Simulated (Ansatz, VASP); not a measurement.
# Co in VASP and in Ansatz

```xyz
6
Lattice="2.4295 0.0000 0.0000 0.0000 3.9181 0.0000 0.0000 0.0000 20.9094" Properties=species:S:1:pos:R:3 pbc="T T T"
Co    1.8222    2.9386    8.0851
Co    0.6074    0.9795    8.6777
Co    0.6074    2.9386   10.1164
Co    1.8222    0.9795   10.7930
Co    1.8222    2.9386   12.2317
Co    0.6074    0.9795   12.8243
```

Alike in both runs: functional LDA; k mesh 15 × 9 × 1; occupations fermi-dirac, width 0.05 eV; collinear spin.

Ansatz relaxed the structure, and its values are those at the end. VASP's run is a single point on that final structure, the one shown.

|  | VASP | Ansatz |
| --- | --- | --- |
| version | VASP 6.6.1 | Ansatz 0.2.0 |
| potentials or method | VASP PAW LDA potentials, release 64 (Co) | PAW with Ansatz's default frozen-core files, scalar-relativistic |
| plane-wave cutoff (eV) | 520 | 420 |
| valence electrons in the cell | 54 | 102 |

Ansatz gave:

* rms of the force components (eV/Å): 0.002
* net moment per atom (μB): 1.64
* size of the moment on the site where the two differ most (μB): 1.64

Problem. Which values does VASP return?

Solution. rms of the force components (eV/Å): 0.015; net moment per atom (μB): 1.62; size of the moment on the site where the two differ most (μB): 1.56.

LDA's correlation is that of Perdew and Zunger in VASP and of Perdew and Wang (1992) in Ansatz. Site moments also hang on the region over which each program counts them. VASP's potentials hold 54 valence electrons a cell and Ansatz's 102, so a difference there can come from the potentials and not from the codes. Ansatz's warnings: stress scf threshold loose, xc potential rough in thin density.
